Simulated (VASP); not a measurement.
# Ti2Te2Pt (P6/mmm) in VASP: single point with PBE

Aim: the single point of Ti2Te2Pt with PBE.

Everything below comes from runs of VASP 6.6.1. Logs are shortened: lines on timing, memory, paths and dates and some standing lists are left out, and cuts for length are marked.

### Step 1. The cell of the first run

It takes space group P6/mmm (No. 191, hexagonal). The conventional cell has a = 4.991 Å, b = 4.991 Å, c = 5.520 Å, α = 90.00°, β = 90.00°, γ = 120.00°. Ti (site symmetry -6m2) has 2 Te at 2.76 Å and 3 Ti at 2.88 Å and 3 Pt at 2.88 Å within 3.6 Å. Te (site symmetry -6m2) has 2 Ti at 2.76 Å and 3 Te at 2.88 Å within 3.6 Å. Pt (site symmetry 6/mmm) has 6 Ti at 2.88 Å within 3.8 Å.

The cell was built from a structure type or drawn by symmetry, and may not be a known phase.

### Step 2. Single point, PBE, collinear spin

The input, INCAR:

```
PREC     = Accurate       # precision mode
ENCUT    = 520            # plane-wave cutoff, eV
EDIFF    = 1E-6           # SCF threshold, eV
ISMEAR   = 0              # smearing method
SIGMA    = 0.1            # smearing width, eV
LREAL    = False          # projectors in reciprocal space
LASPH    = True           # aspherical terms in the spheres
NELM     = 150            # most SCF steps
ALGO     = Normal         # electronic algorithm
ISIF     = 2              # what is computed and relaxed
LWAVE    = False          # write WAVECAR
LCHARG   = False          # write CHGCAR
ISPIN    = 2              # spin polarisation
MAGMOM   = 0.46 0.46 0 0 0 # initial moments
LORBIT   = 11             # projections on sites
LMAXMIX  = 4              # l up to which the mixer works
GGA      = PE             # functional
NBANDS   = 35             # bands
```

The input, KPOINTS:

```
Automatic mesh
0
Gamma
  12 12 8
```

The input, POSCAR:

```
Ti2Te2Pt
1.0
    4.9909836372      0.0000000000      0.0000000000
   -2.4954918186      4.3223186197      0.0000000000
    0.0000000000      0.0000000000      5.5195129189
Ti Te Pt
2 2 1
Direct
    0.3333333333      0.6666666667      0.5000000000
    0.6666666667      0.3333333333      0.5000000000
    0.3333333333      0.6666666667      0.0000000000
    0.6666666667      0.3333333333      0.0000000000
    0.0000000000      0.0000000000      0.5000000000
```

Potentials or basis: VASP PAW PBE potentials, release 64 (Ti_sv, Te, Pt).

Started as:

```bash
> cat potpaw_PBE.64/Ti_sv/POTCAR potpaw_PBE.64/Te/POTCAR potpaw_PBE.64/Pt/POTCAR > POTCAR
> mpirun -np 1 vasp_std > vasp.out
```

OUTCAR:

```text
PREC = Accurate
   ENCUT = 520
   EDIFF = 1E-6
   ISMEAR = 0
   LREAL = False
   LASPH = True
   NELM = 150
   ISIF = 2
   ISPIN = 2
   LORBIT = 11
   GGA = PE

 ion  position               nearest neighbor table
   1  0.333  0.667  0.500-   3 2.76   3 2.76   5 2.88   2 2.88   2 2.88   5 2.88   5 2.88   2 2.88

   2  0.667  0.333  0.500-   4 2.76   4 2.76   5 2.88   1 2.88   1 2.88   5 2.88   5 2.88   1 2.88

   3  0.333  0.667  0.000-   1 2.76   1 2.76   4 2.88   4 2.88   4 2.88
   4  0.667  0.333  0.000-   2 2.76   2 2.76   3 2.88   3 2.88   3 2.88
   5  0.000  0.000  0.500-   1 2.88   2 2.88   2 2.88   1 2.88   2 2.88   1 2.88

  LATTYP: Found a hexagonal cell.
 ALAT       =     4.9909836372
 C/A-ratio  =     1.1058968172

  Lattice vectors:

 A1 = (   4.9909836372,   0.0000000000,   0.0000000000)
 A2 = (  -2.4954918186,   4.3223186197,   0.0000000000)
 A3 = (   0.0000000000,   0.0000000000,   5.5195129189)

Analysis of symmetry for initial positions (statically):
=====================================================================
 Subroutine PRICEL returns:
 Original cell was already a primitive cell.

 Routine SETGRP: Setting up the symmetry group for a
 hexagonal supercell.

 Subroutine GETGRP returns: Found 24 space group operations
 (whereof 24 operations were pure point group operations)
 out of a pool of 24 trial point group operations.

The static configuration has the point symmetry D_6h.

Analysis of symmetry for dynamics (positions and initial velocities):
=====================================================================
 Subroutine PRICEL returns:
 Original cell was already a primitive cell.

 Routine SETGRP: Setting up the symmetry group for a
 hexagonal supercell.

 Subroutine GETGRP returns: Found 24 space group operations
 (whereof 24 operations were pure point group operations)
 out of a pool of 24 trial point group operations.

The dynamic configuration has the point symmetry D_6h.

Analysis of structural, dynamic, and magnetic symmetry:
=====================================================================
 Subroutine PRICEL returns:
 Original cell was already a primitive cell.

 Routine SETGRP: Setting up the symmetry group for a
 hexagonal supercell.

 Subroutine GETGRP returns: Found 24 space group operations
 (whereof 24 operations were pure point group operations)
 out of a pool of 24 trial point group operations.

The overall configuration has the point symmetry D_6h.

 Subroutine INISYM returns: Found 24 space group operations
 (whereof 24 operations are pure point group operations),
 and found     1 'primitive' translations

----------------------------------------------------------------------------------------

                                     Primitive cell

  volume of cell :     119.0704

  direct lattice vectors                    reciprocal lattice vectors
     4.990983637  0.000000000  0.000000000     0.200361306  0.115678654  0.000000000
    -2.495491819  4.322318620  0.000000000     0.000000000  0.231357308  0.000000000
     0.000000000  0.000000000  5.519512919     0.000000000  0.000000000  0.181175407

  length of vectors
     4.990983637  4.990983637  5.519512919     0.231357308  0.231357308  0.181175407

  position of ions in fractional coordinates (direct lattice)
     0.333333333  0.666666667  0.500000000
     0.666666667  0.333333333  0.500000000
     0.333333333  0.666666667  0.000000000
     0.666666667  0.333333333  0.000000000
     0.000000000  0.000000000  0.500000000

  ion indices of the primitive-cell ions
   primitive index   ion index
                 1           1
                 2           2
                 3           3
                 4           4
                 5           5

----------------------------------------------------------------------------------------

 KPOINTS: Automatic mesh

Automatic generation of k-mesh.
 Grid dimensions read from file:
 generate k-points for:   12   12    8

 Generating k-lattice:

  Cartesian coordinates                     Fractional coordinates (reciprocal lattice)
     0.016696776  0.009639888  0.000000000     0.083333333  0.000000000  0.000000000
     0.000000000  0.019279776  0.000000000     0.000000000  0.083333333  0.000000000
     0.000000000  0.000000000  0.022646926     0.000000000  0.000000000  0.125000000

  Length of vectors
     0.019279776  0.019279776  0.022646926

  Shift w.r.t. Gamma in fractional coordinates (k-lattice)
     0.000000000  0.000000000  0.000000000

 Subroutine IBZKPT returns following result:
 ===========================================

 Found     95 irreducible k-points:

 Following reciprocal coordinates:
            Coordinates               Weight
  0.000000  0.000000  0.000000      1.000000
  0.083333  0.000000  0.000000      6.000000
  0.166667  0.000000  0.000000      6.000000
  0.250000 -0.000000  0.000000      6.000000
  0.333333  0.000000  0.000000      6.000000
  0.416667  0.000000  0.000000      6.000000
[... 16 lines left out ...]
  0.250000 -0.000000  0.125000     12.000000
  0.333333  0.000000  0.125000     12.000000
 [... further k-points ...]
   k-points           NKPTS =     95   k-points in BZ     NKDIM =     95   number of bands    NBANDS=     35
   number of dos      NEDOS =    301   number of ions     NIONS =      5
   total plane-waves  NPLWV =  67200
   dimension x,y,z NGX =    40 NGY =   40 NGZ =   42
   dimension x,y,z NGXF=    80 NGYF=   80 NGZF=   84
   ions per type =               2   2   1
   NGX,Y,Z   is equivalent  to a cutoff of  13.32, 13.32, 12.65 a.u.
   NGXF,Y,Z  is equivalent  to a cutoff of  26.65, 26.65, 25.30 a.u.
 SYSTEM =  unknown system
   PREC   = accura    normal or accurate (medium, high low for compatibility)
   ISTART =      0    job   : 0-new  1-cont  2-samecut
   ICHARG =      2    charge: 1-file 2-atom 10-const
   ISPIN  =      2    spin polarized calculation?
   LNONCOLLINEAR =      F non collinear calculations
   LSORBIT =      F    spin-orbit coupling
   LASPH  =      T    aspherical Exc in radial PAW
   ENCUT  =  520.0 eV  38.22 Ry    6.18 a.u.   9.28  9.28 10.26*2*pi/ulx,y,z
   NELM   =    150;   NELMIN=  2; NELMDL= -5     # of ELM steps
   EDIFF  = 0.1E-05   stopping-criterion for ELM
   LREAL  =      F    real-space projection
   EDIFFG = 0.1E-04   stopping-criterion for IOM
   NSW    =      0    number of steps for IOM
   IBRION =     -1    ionic relax: 0-MD 1-quasi-New 2-CG
   NFREE  =      0    steps in history (QN), initial steepest desc. (CG)
   ISIF   =      2    stress and relaxation
   ISYM   =      2    0-nonsym 1-usesym 2-fastsym
   POTIM  = 0.5000    time-step for ionic-motion
   TEBEG  =    0.0;   TEEND  =   0.0 temperature during run
   PSTRESS=    0.0 pullay stress
   NELECT =      46.0000    total number of electrons
   NUPDOWN=      -1.0000    fix difference up-down
   EMIN   =  10.00;   EMAX   =-10.00  energy-range for DOS
   EFERMI =   0.00;   METHOD = LEGACY
   ISMEAR =     0;   SIGMA  =   0.10  broadening in eV -4-tet -1-fermi 0-gaus
   EFERMI_NEDOS =   21; number of points for ismear=-14 and -15
   IALGO  =     38    algorithm
   IMIX   =      4    mixing-type and parameters
     AMIX     =   0.40;   BMIX     =  1.00
     AMIX_MAG =   1.60;   BMIX_MAG =  1.00
  volume/ion in A,a.u.               =      23.81       160.71
  Fermi-wavevector in a.u.,A,eV,Ry     =   1.192320  2.253158 19.342414  1.421627
  Thomas-Fermi vector in A             =   2.328361
   LORBIT       =     11    0 simple, 1 ext, 2 COOP (PROOUT), +10 PAW based schemes
   GGA     = PE    functional components
   LHFCALC =     F    Hartree Fock is set to
   AEXX    =    0.0000 exact exchange contribution
   IVDW    =     0    specifies the selected vdW correction
   LEPSILON=     F    determine dielectric tensor
   LRPA    =     F    only Hartree local field effects (RPA)
 spin polarized calculation
 Gauss-broadening in eV      SIGMA  =   0.10
  energy-cutoff  :      520.00
  volume of cell :      119.07
 maximum number of plane-waves:      3236
 NGX is ok and might be reduce to    40
   NGX = 19   NGY = 19   NGZ = 21

 number of electron      45.9999992 magnetization       0.0022938

 Free energy of the ion-electron system (eV)
  ---------------------------------------------------
  ext. energy  EPLUGINS =         0.00000000
  ---------------------------------------------------
  free energy    TOTEN  =       -26.73819208 eV

  energy without entropy =      -26.70354173  energy(sigma->0) =      -26.72086691

 E-fermi :   7.4621     XC(G=0): -10.3531

 val. band max:        7.4614033290   @ k =   0.2500  -0.0000   0.3750
 cond. band min:       7.4632200036   @ k =   0.1667   0.1667   0.2500
 fundamental gap:      0.0018166747
 Fermi energy:         7.4620713499

 spin component 1

 k-point     1 :       0.0000    0.0000    0.0000
  band No.  band energies     occupation
      1     -49.8234      1.00000
      2     -49.7575      1.00000
      3     -26.2309      1.00000
      4     -26.1689      1.00000
      5     -26.1092      1.00000
      6     -26.1092      1.00000
[... 27 lines left out ...]
     34      13.1758      0.00000
     35      14.7796      0.00000

 k-point     2 :       0.0833    0.0000    0.0000
  band No.  band energies     occupation
      1     -49.8224      1.00000
      2     -49.7585      1.00000
      3     -26.2300      1.00000
      4     -26.1699      1.00000
      5     -26.1105      1.00000
      6     -26.1059      1.00000
[... 27 lines left out ...]
     34      13.1028      0.00000
     35      13.8831      0.00000
[... 796 lines left out ...]
     34      12.0486      0.00000
     35      12.5375      0.00000

 k-point    24 :       0.3333    0.0000    0.1250
  band No.  band energies     occupation
      1     -49.8095      1.00000
      2     -49.7715      1.00000
      3     -26.2178      1.00000
      4     -26.1819      1.00000
      5     -26.1232      1.00000
      6     -26.0673      1.00000
[... 27 lines left out ...]
     34      11.3065      0.00000
     35      12.3593      0.00000

 [... further k-points ...]

 spin component 2

 k-point     1 :       0.0000    0.0000    0.0000
  band No.  band energies     occupation
      1     -49.8227      1.00000
      2     -49.7568      1.00000
      3     -26.2302      1.00000
      4     -26.1682      1.00000
      5     -26.1085      1.00000
      6     -26.1085      1.00000
[... 27 lines left out ...]
     34      13.1758      0.00000
     35      14.7777      0.00000

 k-point     2 :       0.0833    0.0000    0.0000
  band No.  band energies     occupation
      1     -49.8217      1.00000
      2     -49.7578      1.00000
      3     -26.2292      1.00000
      4     -26.1691      1.00000
      5     -26.1098      1.00000
      6     -26.1051      1.00000
[... 27 lines left out ...]
     34      13.1029      0.00000
     35      13.8863      0.00000
[... 796 lines left out ...]
     34      12.0491      0.00000
     35      12.5376      0.00000

 k-point    24 :       0.3333    0.0000    0.1250
  band No.  band energies     occupation
      1     -49.8087      1.00000
      2     -49.7708      1.00000
      3     -26.2170      1.00000
      4     -26.1811      1.00000
      5     -26.1225      1.00000
      6     -26.0666      1.00000
[... 27 lines left out ...]
     34      11.3070      0.00000
     35      12.3595      0.00000

 [... further k-points ...]

------------------------ aborting loop because EDIFF is reached ----------------------------------------

  FORCE on cell =-STRESS in cart. coord.  units (eV):
  Direction    XX          YY          ZZ          XY          YZ          ZX
  --------------------------------------------------------------------------------------
  -------------------------------------------------------------------------------------
  Total       -0.0427858     -0.0427858     -0.0382859      0.0000000     -0.0000000      0.0000000
  in kB       -0.5757132     -0.5757132     -0.5151644      0.0000000     -0.0000000      0.0000000
  external PRESSURE =      -0.5555302 kB  Pullay stress =       0.0000000 kB

 VOLUME and BASIS-vectors are now :
 -----------------------------------------------------------------------------
  energy-cutoff  :      520.00
  volume of cell :      119.07
      direct lattice vectors                 reciprocal lattice vectors
     4.990983637  0.000000000  0.000000000     0.200361306  0.115678654  0.000000000
    -2.495491819  4.322318620  0.000000000     0.000000000  0.231357308  0.000000000
     0.000000000  0.000000000  5.519512919     0.000000000  0.000000000  0.181175407

 POSITION                                       TOTAL-FORCE (eV/Angst)
 -----------------------------------------------------------------------------------
     -0.00000      2.88155      2.75976        -0.000000      0.000000      0.000000
      2.49549      1.44077      2.75976         0.000000      0.000000     -0.000000
     -0.00000      2.88155      0.00000        -0.000000      0.000000      0.000000
      2.49549      1.44077      0.00000         0.000000     -0.000000      0.000000
      0.00000      0.00000      2.75976        -0.000000      0.000000      0.000000
 -----------------------------------------------------------------------------------
    total drift:                               -0.000000      0.000000      0.000000

  FREE ENERGIE OF THE ION-ELECTRON SYSTEM (eV)
  ---------------------------------------------------
  free  energy   TOTEN  =       -26.7381920817 eV

  energy  without entropy=      -26.7035417349  energy(sigma->0) =      -26.72086691

 total charge

# of ion       s       p       d       tot
------------------------------------------
    1        2.198   6.073   1.905  10.176
    2        2.198   6.073   1.905  10.176
    3        1.422   1.914   0.073   3.410
    4        1.422   1.914   0.073   3.410
    5        0.757   0.319   7.996   9.072
--------------------------------------------------
tot          7.999  16.293  11.952  36.243

 magnetization (x)

# of ion       s       p       d       tot
------------------------------------------
    1        0.000   0.000   0.001   0.001
    2        0.000   0.000   0.001   0.001
    3       -0.000   0.000   0.000   0.000
    4       -0.000   0.000   0.000   0.000
    5       -0.000   0.000  -0.000  -0.000
--------------------------------------------------
tot          0.000   0.000   0.001   0.001
```

Run time: 25 min. Hardware: 1 thread of Oxide Virtual Turin-like, shared host; peak memory 0.7 GiB.

Results:

```yaml
Free_energy: -26.7382 eV
Pressure: -0.1 GPa
Band_gap_on_the_k_mesh: zero (filled and empty bands overlap)
Net_moment: 0.00 μB per cell
Valence_electrons_inside_the_program's_atomic_spheres: Ti 10.18; Te 3.41; Pt 9.07
```

Caveat: spin-orbit coupling is left out, which moves the levels of the heavy elements.
